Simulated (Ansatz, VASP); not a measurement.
**Two plane-wave programs on WS2**

```
S W
1.0
     3.15800    0.00000    0.00000
    -1.57900    2.73491    0.00000
     0.00000    0.00000   26.29369
S W
4 2
Direct
  0.33333 0.66667 0.32555
  0.33333 0.66667 0.44534
  0.00000 0.00000 0.55510
  0.00000 0.00000 0.67491
  0.66667 0.33333 0.38554
  0.33333 0.66667 0.61499
```

Alike in both runs: functional PBE; dispersion D3(BJ); k mesh 9 × 9 × 1; occupations gaussian, width 0.05 eV; no spin polarisation.

Ansatz relaxed the structure, and its values are those at the end. VASP's run is a single point on that final structure, the one shown.

|  | VASP | Ansatz |
| --- | --- | --- |
| version | VASP 6.6.1 | Ansatz 0.2.0 |
| potentials or method | VASP PAW PBE potentials, release 64 (S, W_sv), cutoff 520 eV | scalar-relativistic, plane waves, PAW |
| valence electrons in the cell | 52 | 52 |

```csv
,VASP,Ansatz,Ansatz less VASP
gap on the k mesh at the Fermi level (eV),1.43,1.41,-0.019
rms of the force components (eV/Å),0.012,0.012,+0.0005
```

Spin-orbit coupling is off throughout.
